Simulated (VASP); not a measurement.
# BeSe (zincblende type) (F-43m) in VASP: notebook

The runs below take BeSe (zincblende type) through electric field gradients, with LDA, PBEsol, r2SCAN.

Everything below comes from runs of VASP 6.6.1. Logs are shortened: lines on timing, memory, paths and dates and some standing lists are left out, and cuts for length are marked.

## Step 1: The cell of the first run

Symmetry: F-43m, No. 216, cubic system. The conventional cell has a = 5.177 Å, b = 5.177 Å, c = 5.177 Å, α = 90.00°, β = 90.00°, γ = 90.00°. Within 3.0 Å of Be (site symmetry -43m) lie 4 Se at 2.24 Å. Within 3.0 Å of Se (site symmetry -43m) lie 4 Be at 2.24 Å.

## Step 2: Electric field gradients, LDA

INCAR

```
SYSTEM = BeSe
PREC = Accurate ; ENCUT = 520
EDIFF = 1E-8 ; ISMEAR = -1
SIGMA = 0.05 ; LREAL = .False.
LASPH = .True. ; NELM = 120
ALGO = Normal ; ISIF = 2
LWAVE = .False. ; LCHARG = .False.
LEFG = .True. ; NBANDS = 11
GGA_COMPAT = .False.
```

KPOINTS

```
Automatic mesh
0
Gamma
  14 14 14
  0 0 0
```

POSCAR

```
BeSe
1.0
    0.0000000000      2.5885384557      2.5885384557
    2.5885384557      0.0000000000      2.5885384557
    2.5885384557      2.5885384557      0.0000000000
Be Se
1 1
Direct
    0.0000000000      0.0000000000      0.0000000000
    0.2500000000      0.2500000000      0.2500000000
```

Potentials or basis: VASP PAW LDA potentials, release 64 (Be, Se).

Started as:

```
$ cat potpaw_LDA.64/Be/POTCAR potpaw_LDA.64/Se/POTCAR > POTCAR
$ mpirun -np 1 vasp_std > vasp.out
```

OUTCAR:

```text
SYSTEM = BeSe
   PREC = Accurate
   ENCUT = 520
   EDIFF = 1E-8
   ISMEAR = -1
   LREAL = .False.
   LASPH = .True.
   NELM = 120
   ISIF = 2

 ion  position               nearest neighbor table
   1  0.000  0.000  0.000-   2 2.24   2 2.24   2 2.24   2 2.24
   2  0.250  0.250  0.250-   1 2.24   1 2.24   1 2.24   1 2.24

  LATTYP: Found a face centered cubic cell.
 ALAT       =     5.1770769114

  Lattice vectors:

 A1 = (   0.0000000000,   2.5885384557,   2.5885384557)
 A2 = (   2.5885384557,   0.0000000000,   2.5885384557)
 A3 = (   2.5885384557,   2.5885384557,   0.0000000000)

Analysis of symmetry for initial positions (statically):
=====================================================================
 Subroutine PRICEL returns:
 Original cell was already a primitive cell.

 Routine SETGRP: Setting up the symmetry group for a
 face centered cubic supercell.

 Subroutine GETGRP returns: Found 24 space group operations
 (whereof 24 operations were pure point group operations)
 out of a pool of 48 trial point group operations.

The static configuration has the point symmetry T_d .

Analysis of symmetry for dynamics (positions and initial velocities):
=====================================================================
 Subroutine PRICEL returns:
 Original cell was already a primitive cell.

 Routine SETGRP: Setting up the symmetry group for a
 face centered cubic supercell.

 Subroutine GETGRP returns: Found 24 space group operations
 (whereof 24 operations were pure point group operations)
 out of a pool of 48 trial point group operations.

The dynamic configuration has the point symmetry T_d .

 Subroutine INISYM returns: Found 24 space group operations
 (whereof 24 operations are pure point group operations),
 and found     1 'primitive' translations

----------------------------------------------------------------------------------------

                                     Primitive cell

  volume of cell :      34.6892

  direct lattice vectors                    reciprocal lattice vectors
     0.000000000  2.588538456  2.588538456    -0.193159193  0.193159193  0.193159193
     2.588538456  0.000000000  2.588538456     0.193159193 -0.193159193  0.193159193
     2.588538456  2.588538456  0.000000000     0.193159193  0.193159193 -0.193159193

  length of vectors
     3.660746191  3.660746191  3.660746191     0.334561537  0.334561537  0.334561537

  position of ions in fractional coordinates (direct lattice)
     0.000000000  0.000000000  0.000000000
     0.250000000  0.250000000  0.250000000

  ion indices of the primitive-cell ions
   primitive index   ion index
                 1           1
                 2           2

----------------------------------------------------------------------------------------

 KPOINTS: Automatic mesh

Automatic generation of k-mesh.
 Grid dimensions read from file:
 generate k-points for:   14   14   14

 Generating k-lattice:

  Cartesian coordinates                     Fractional coordinates (reciprocal lattice)
    -0.013797085  0.013797085  0.013797085     0.071428571  0.000000000  0.000000000
     0.013797085 -0.013797085  0.013797085     0.000000000  0.071428571  0.000000000
     0.013797085  0.013797085 -0.013797085     0.000000000  0.000000000  0.071428571

  Length of vectors
     0.023897253  0.023897253  0.023897253

  Shift w.r.t. Gamma in fractional coordinates (k-lattice)
     0.000000000  0.000000000  0.000000000

 Subroutine IBZKPT returns following result:
 ===========================================

 Found    104 irreducible k-points:

 Following reciprocal coordinates:
            Coordinates               Weight
  0.000000  0.000000  0.000000      1.000000
  0.071429  0.000000  0.000000      8.000000
  0.142857  0.000000  0.000000      8.000000
  0.214286  0.000000  0.000000      8.000000
  0.285714  0.000000  0.000000      8.000000
  0.357143  0.000000  0.000000      8.000000
[... 16 lines left out ...]
  0.214286  0.142857  0.000000     24.000000
  0.285714  0.142857  0.000000     24.000000
 [... further k-points ...]
   k-points           NKPTS =    104   k-points in BZ     NKDIM =    104   number of bands    NBANDS=     11
   number of dos      NEDOS =    301   number of ions     NIONS =      2
   total plane-waves  NPLWV =  21952
   dimension x,y,z NGX =    28 NGY =   28 NGZ =   28
   dimension x,y,z NGXF=    56 NGYF=   56 NGZF=   56
   ions per type =               1   1
   NGX,Y,Z   is equivalent  to a cutoff of  12.72, 12.72, 12.72 a.u.
   NGXF,Y,Z  is equivalent  to a cutoff of  25.43, 25.43, 25.43 a.u.
 SYSTEM =  BeSe
   PREC   = accura    normal or accurate (medium, high low for compatibility)
   ISTART =      0    job   : 0-new  1-cont  2-samecut
   ICHARG =      2    charge: 1-file 2-atom 10-const
   ISPIN  =      1    spin polarized calculation?
   LNONCOLLINEAR =      F non collinear calculations
   LSORBIT =      F    spin-orbit coupling
   LASPH  =      T    aspherical Exc in radial PAW
   ENCUT  =  520.0 eV  38.22 Ry    6.18 a.u.   6.81  6.81  6.81*2*pi/ulx,y,z
   NELM   =    120;   NELMIN=  2; NELMDL= -5     # of ELM steps
   EDIFF  = 0.1E-07   stopping-criterion for ELM
   LREAL  =      F    real-space projection
   EDIFFG = 0.1E-06   stopping-criterion for IOM
   NSW    =      0    number of steps for IOM
   IBRION =     -1    ionic relax: 0-MD 1-quasi-New 2-CG
   NFREE  =      0    steps in history (QN), initial steepest desc. (CG)
   ISIF   =      2    stress and relaxation
   ISYM   =      2    0-nonsym 1-usesym 2-fastsym
   POTIM  = 0.5000    time-step for ionic-motion
   TEBEG  =    0.0;   TEEND  =   0.0 temperature during run
   PSTRESS=    0.0 pullay stress
   NELECT =       8.0000    total number of electrons
   NUPDOWN=      -1.0000    fix difference up-down
   EMIN   =  10.00;   EMAX   =-10.00  energy-range for DOS
   EFERMI =   0.00;   METHOD = LEGACY
   ISMEAR =    -1;   SIGMA  =   0.05  broadening in eV -4-tet -1-fermi 0-gaus
   EFERMI_NEDOS =   21; number of points for ismear=-14 and -15
   IALGO  =     38    algorithm
   IMIX   =      4    mixing-type and parameters
     AMIX     =   0.40;   BMIX     =  1.00
     AMIX_MAG =   1.60;   BMIX_MAG =  1.00
  volume/ion in A,a.u.               =      17.34       117.05
  Fermi-wavevector in a.u.,A,eV,Ry     =   1.003938  1.897168 13.713195  1.007891
  Thomas-Fermi vector in A             =   2.136522
   LORBIT       =      0    0 simple, 1 ext, 2 COOP (PROOUT), +10 PAW based schemes
   GGA     = CA    functional components
   LHFCALC =     F    Hartree Fock is set to
   AEXX    =    0.0000 exact exchange contribution
   IVDW    =     0    specifies the selected vdW correction
   LEPSILON=     F    determine dielectric tensor
   LRPA    =     F    only Hartree local field effects (RPA)
 non-spin polarized calculation
  energy-cutoff  :      520.00
  volume of cell :       34.69
 maximum number of plane-waves:       950
   NGX = 13   NGY = 13   NGZ = 13

 number of electron       8.0000000 magnetization

 Free energy of the ion-electron system (eV)
  ---------------------------------------------------
  ext. energy  EPLUGINS =         0.00000000
  ---------------------------------------------------
  free energy    TOTEN  =        -9.98776827 eV

  energy without entropy =       -9.98776827  energy(sigma->0) =       -9.98776827

 E-fermi :   4.1443     XC(G=0):  -9.5934

 val. band max:        3.1344577776   @ k =   0.0000   0.0000   0.0000
 cond. band min:       5.6430425412   @ k =   0.5000   0.5000   0.0000
 fundamental gap:      2.5085847636
 Fermi energy:         4.1442660181

 k-point     1 :       0.0000    0.0000    0.0000
  band No.  band energies     occupation
      1     -10.5577      2.00000
      2       3.1345      2.00000
      3       3.1345      2.00000
      4       3.1345      2.00000
      5       7.1869      0.00000
      6       8.0768      0.00000
      7       8.0768      0.00000
      8       8.0768      0.00000
      9      14.8726      0.00000
     10      15.6265      0.00000
     11      15.6265      0.00000
[... 309 lines left out ...]
 k-point    24 :       0.2857    0.1429    0.0000
  band No.  band energies     occupation
      1      -9.8991      2.00000
      2      -0.0652      2.00000
      3       1.8780      2.00000
      4       1.9905      2.00000
      5       7.5284      0.00000
      6       9.1071      0.00000
      7      10.0975      0.00000
      8      10.2245      0.00000
      9      13.3968      0.00000
     10      16.0169      0.00000
     11      16.2211      0.00000

 [... further k-points ...]

------------------------ aborting loop because EDIFF is reached ----------------------------------------

  FORCE on cell =-STRESS in cart. coord.  units (eV):
  Direction    XX          YY          ZZ          XY          YZ          ZX
  --------------------------------------------------------------------------------------
  -------------------------------------------------------------------------------------
  Total       -0.8594408     -0.8594408     -0.8594408      0.0000000      0.0000000      0.0000000
  in kB      -39.6947164    -39.6947164    -39.6947164      0.0000000      0.0000000      0.0000000
  external PRESSURE =     -39.6947164 kB  Pullay stress =       0.0000000 kB

 VOLUME and BASIS-vectors are now :
 -----------------------------------------------------------------------------
  energy-cutoff  :      520.00
  volume of cell :       34.69
      direct lattice vectors                 reciprocal lattice vectors
     0.000000000  2.588538456  2.588538456    -0.193159193  0.193159193  0.193159193
     2.588538456  0.000000000  2.588538456     0.193159193 -0.193159193  0.193159193
     2.588538456  2.588538456  0.000000000     0.193159193  0.193159193 -0.193159193

 POSITION                                       TOTAL-FORCE (eV/Angst)
 -----------------------------------------------------------------------------------
      0.00000      0.00000      0.00000         0.000000      0.000000      0.000000
      1.29427      1.29427      1.29427        -0.000000     -0.000000     -0.000000
 -----------------------------------------------------------------------------------
    total drift:                               -0.000000     -0.000000     -0.000000

  FREE ENERGIE OF THE ION-ELECTRON SYSTEM (eV)
  ---------------------------------------------------
  free  energy   TOTEN  =        -9.9877682663 eV

  energy  without entropy=       -9.9877682663  energy(sigma->0) =       -9.98776827

 Electric field gradients (V/A^2)
---------------------------------------------------------------------
 ion       V_xx      V_yy      V_zz      V_xy      V_xz      V_yz
---------------------------------------------------------------------
   1       0.000    -0.000     0.000     0.000     0.000     0.000
   2      -0.000    -0.000     0.000     0.000     0.000     0.000
---------------------------------------------------------------------

 Electric field gradients after diagonalization (V/A^2)
 (convention: |V_zz| > |V_xx| > |V_yy|)
----------------------------------------------------------------------
 ion       V_xx      V_yy      V_zz     asymmetry (V_yy - V_xx)/ V_zz
----------------------------------------------------------------------
   1      -0.000    -0.000     0.000       0.000
   2      -0.000    -0.000     0.001       0.000
----------------------------------------------------------------------

           NMR quadrupolar parameters

 Cq : quadrupolar parameter    Cq=e*Q*V_zz/h
 eta: asymmetry parameters     (V_yy - V_xx)/ V_zz
 Q  : nuclear electric quadrupole moment in mb (millibarn)
----------------------------------------------------------------------
 ion       Cq(MHz)       eta       Q (mb)
----------------------------------------------------------------------
   1       0.000       0.000       1.000
   2       0.000       0.000       1.000
----------------------------------------------------------------------
```

Wall time 32 s (1 thread of Intel Xeon Platinum 8488C (Sapphire Rapids), shared host); peak memory 0.17 GiB.

What came out:

```
Free energy                             : -9.9878 eV
Pressure                                : -4.0 GPa
Band gap on the k mesh                  : 2.51 eV (least direct gap 4.05 eV)
Largest electric field gradient by atom : zero within the noise of the run
```

Caveat: the cell stands under tension.

(Continued in part 2 of 2.)
